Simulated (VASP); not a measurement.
Write the native input for VASP 6.6.1 that does the following.

* Task: single point
* Functional: PBEsol
* Potentials or basis: VASP PAW PBE potentials, release 64 (Co, O)
* Cutoff: 520 eV
* k mesh: 8 × 8 × 8
* Occupations: gaussian, width 0.1 eV
* Spin: collinear spin, ferromagnetic start
* Starting moments: [3.0, 0.0] μB
* Dipole correction: no
* Further INCAR settings: ALGO = Normal; EDIFF = 1e-06; NBANDS = 18

The structure of CoO lies in POSCAR:

```
CoO
1.0
    0.0000000000      2.1315000000      2.1315000000
    2.1315000000      0.0000000000      2.1315000000
    2.1315000000      2.1315000000      0.0000000000
Co O
1 1
Direct
    0.0000000000      0.0000000000      0.0000000000
    0.5000000000      0.5000000000      0.5000000000
```

One way to write it, as run:

INCAR

```
SYSTEM = CoO
ALGO = Normal ; EDIFF = 1E-6
ENCUT = 520 ; GGA = PS
ISIF = 2 ; ISMEAR = 0
ISPIN = 2 ; LASPH = .TRUE.
LCHARG = .FALSE. ; LMAXMIX = 4
LORBIT = 11 ; LREAL = .FALSE.
LWAVE = .FALSE. ; MAGMOM = 3 0
NBANDS = 18 ; NELM = 150
PREC = Accurate ; SIGMA = 0.1
```

KPOINTS

```
k-points
0
G
  8 8 8
  0 0 0
```

Potentials or basis: VASP PAW PBE potentials, release 64 (Co, O).

Run with:

```sh
$ cat potpaw_PBE.64/Co/POTCAR potpaw_PBE.64/O/POTCAR > POTCAR
$ mpirun -np 1 vasp_std > vasp.out
```

It gave:

- Pressure: -11.6 GPa
- Net moment: 2.91 μB per cell
- Site moments: Co +2.55; O +0.31 μB
- Valence electrons inside the program's atomic spheres: Co 7.80; O 4.95

Caveat: the PAW data sets were made with another functional, which shifts forces and pressure a little; a cell with one magnetic atom can't hold antiferromagnetic order, which such compounds often take.

It took 20 s on 1 thread of Intel(R) Xeon(R) Platinum 8259CL CPU @ 2.50GHz (Skylake/Cascade Lake), on a shared host, peak memory 0.15 GiB.
